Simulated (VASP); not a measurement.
The system is Ca3Pb2.

```xyz
5
Lattice="5.0689 0.0000 0.0000 0.0000 5.0689 0.0000 0.0000 0.0000 5.0689" Properties=species:S:1:pos:R:3 pbc="T T T"
Ca    2.5345    0.0000    0.0000
Ca    0.0000    2.5345    0.0000
Ca    0.0000    0.0000    2.5345
Pb    0.0000    0.0000    0.0000
Pb    2.5345    2.5345    2.5345
```

The cell was generated, and may not be a known phase.

- Program: VASP 6.6.1
- Task: relaxation of cell and atoms
- Functional: PBE
- Potentials or basis: VASP PAW PBE potentials, release 64 (Ca_sv, Pb_d)
- Cutoff: 600 eV
- k mesh: 4 × 4 × 4
- Occupations: gaussian, width 0.1 eV
- Spin: no spin polarisation

At the start: pressure 27.8 GPa; volume 26.05 Å³/atom.

How do energy, volume and symmetry change on relaxing?

Over 4 steps the energy falls by 950.7 meV/atom and the volume is 42.25 Å³/atom (+62.2 %); space group Pm-3m (No. 221, to 0.1 Å) before and after.

The path:
| step | energy change (eV) | largest force (eV/Å) | pressure (GPa) | volume (Å³) |
| --- | --- | --- | --- | --- |
| 1 | 0.0000 | 0.0000 | 27.75 | 130.24 |
| 2 | -4.5890 | 0.0000 | -1.97 | 235.16 |
| 3 | -4.7494 | 0.0000 | 0.40 | 207.17 |
| 4 | -4.7536 | 0.0000 | -0.06 | 211.26 |

Final structure:
```cif
data_structure
_symmetry_space_group_name_H-M 'P 1'
_symmetry_Int_Tables_number 1
_cell_length_a 5.9558
_cell_length_b 5.9558
_cell_length_c 5.9558
_cell_angle_alpha 90.000
_cell_angle_beta 90.000
_cell_angle_gamma 90.000
_cell_volume 211.26
loop_
_atom_site_label
_atom_site_type_symbol
_atom_site_fract_x
_atom_site_fract_y
_atom_site_fract_z
_atom_site_occupancy
Ca1 Ca 0.50000 0.00000 0.00000 1
Ca2 Ca 0.00000 0.50000 0.00000 1
Ca3 Ca 0.00000 0.00000 0.50000 1
Pb1 Pb 0.00000 0.00000 0.00000 1
Pb2 Pb 0.50000 0.50000 0.50000 1
```

Caveat: the volume moved by over 15 % at a fixed basis, so the end points are rough.
